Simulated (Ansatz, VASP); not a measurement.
**AsAu: VASP beside Ansatz**

```
Au As
1.0
     0.00000    2.93962    2.93962
     2.93962    0.00000    2.93962
     2.93962    2.93962    0.00000
Au As
1 1
Direct
  0.00000 0.00000 0.00000
  0.25000 0.25000 0.25000
```

Change from the starting cell: volume scaled by 1.02.

Alike in both runs: task single point; functional PBE; k mesh 11 × 11 × 11; occupations fermi-dirac, width 0.08 eV; no spin polarisation.

```csv
,VASP,Ansatz
version,VASP 6.6.1,Ansatz 0.2.0
potentials or method,"VASP PAW PBE potentials, release 64 (Au, As), cutoff 520 eV","all-electron LAPW, scalar-relativistic"
```

|  | VASP | Ansatz | Ansatz less VASP |
| --- | --- | --- | --- |
| pressure (GPa) | -1.4 | -1.4 | +0.06 |

Ansatz ran all-electron here, and VASP with PAW potentials.

Neither program's run includes spin-orbit coupling.
